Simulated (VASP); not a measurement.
GaP (oS8 Cmcm), 4 atoms in the cell. Symmetry: Cmcm, No. 63, orthorhombic system. Conventional cell: a = 4.675 Å, b = 4.885 Å, c = 4.470 Å, α = 90.00°, β = 90.00°, γ = 90.00°. Within 3.1 Å of Ga (site symmetry m2m) lie 6 P at 2.34 to 2.47 Å and 2 Ga at 2.69 Å. Within 3.1 Å of P (site symmetry m2m) lie 6 Ga at 2.34 to 2.47 Å and 2 P at 2.72 Å. 

| Item | Value |
| --- | --- |
| Program | VASP 6.6.1 |
| Task | relaxation of cell and atoms |
| Functional | PBE |
| Potentials or basis | VASP PAW PBE potentials, release 64 (Ga_d, P) |
| Cutoff | 600 eV |
| k mesh | 14 × 14 × 12 |
| Occupations | gaussian, width 0.1 eV |
| Spin | no spin polarisation |
| Target pressure | 49.6 GPa |
| Dipole correction | no |
| Further INCAR settings | ALGO = Normal; EDIFF = 1e-06; IBRION = 2; EDIFFG = -0.005; NSW = 80; ISIF = 3 |

Potentials or basis: VASP PAW PBE potentials, release 64 (Ga_d, P).

Command:

```console
$ cat potpaw_PBE.64/Ga_d/POTCAR potpaw_PBE.64/P/POTCAR > POTCAR
$ mpirun -np 1 vasp_std > vasp.out
```

Hardware: 1 thread of Intel(R) Xeon(R) Platinum 8259CL CPU @ 2.50GHz (Skylake/Cascade Lake), with other jobs on the host.

Question: Estimate the wall time of this run.

Answer: Wall time 87 min on 1 thread of Intel(R) Xeon(R) Platinum 8259CL CPU @ 2.50GHz (Skylake/Cascade Lake), on a shared host, peak memory 0.58 GiB. Counts: scf iterations 146, k points 399, ion steps 28.
